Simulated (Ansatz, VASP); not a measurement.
**Mo in VASP and in Ansatz**

```
CELL_PARAMETERS angstrom
0.00000 1.92622 1.92622
1.92622 0.00000 1.92622
1.92622 1.92622 0.00000
ATOMIC_POSITIONS crystal
Mo 0.00000 0.00000 0.00000
```

Alike in both runs: task single point; functional PBEsol; k mesh 15 × 15 × 15; occupations fermi-dirac, width 0.1 eV; no spin polarisation.

|  | VASP | Ansatz |
| --- | --- | --- |
| version | VASP 6.6.1 | Ansatz 0.2.0 |
| potentials or method | VASP PAW PBE potentials, release 64 (Mo_sv), cutoff 520 eV | plane waves (420 eV) with PAW, scalar-relativistic |
| valence electrons in the cell | 14 | 14 |

|  | VASP | Ansatz | Ansatz less VASP |
| --- | --- | --- | --- |
| pressure (GPa) | 26.5 | 25.7 | -0.76 |

VASP's potentials were made for PBE, not for PBEsol, and Ansatz warns of the same on its side.
